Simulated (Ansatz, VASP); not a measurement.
# Two plane-wave programs on AlIn2N3

```xyz
6
Lattice="4.5966 0.0000 0.0000 0.0000 4.5966 0.0000 0.0000 0.0000 4.1278" Properties=species:S:1:pos:R:3 pbc="T T T"
Al    2.2983    2.2983    2.0639
In    2.2983    0.0000    0.0000
In    0.0000    2.2983    0.0000
N     2.2983    0.0000    2.0639
N     0.0000    2.2983    2.0639
N     2.2983    2.2983    0.0000
```

Alike in both runs: functional PBE; k mesh 8 × 8 × 10; occupations gaussian, width 0.1 eV; no spin polarisation.

Ansatz relaxed the structure, and its values are those at the end. VASP's run is a single point on that final structure, the one shown.

|  | VASP | Ansatz |
| --- | --- | --- |
| version | VASP 6.6.1 | Ansatz 0.2.0 |
| potentials or method | VASP PAW PBE potentials, release 64 (Al, In_d, N), cutoff 520 eV | scalar-relativistic, plane waves, PAW |
| valence electrons in the cell | 44 | 44 |

Ansatz gave:

| Quantity | Value |
| --- | --- |
| gap on the k mesh at the Fermi level (eV) | none |
| pressure (GPa) | 0.0 |

Estimate VASP's values.

gap on the k mesh at the Fermi level (eV): none; pressure (GPa): 0.1.

A gap of «none» marks a metal or a gap that the smearing closes.
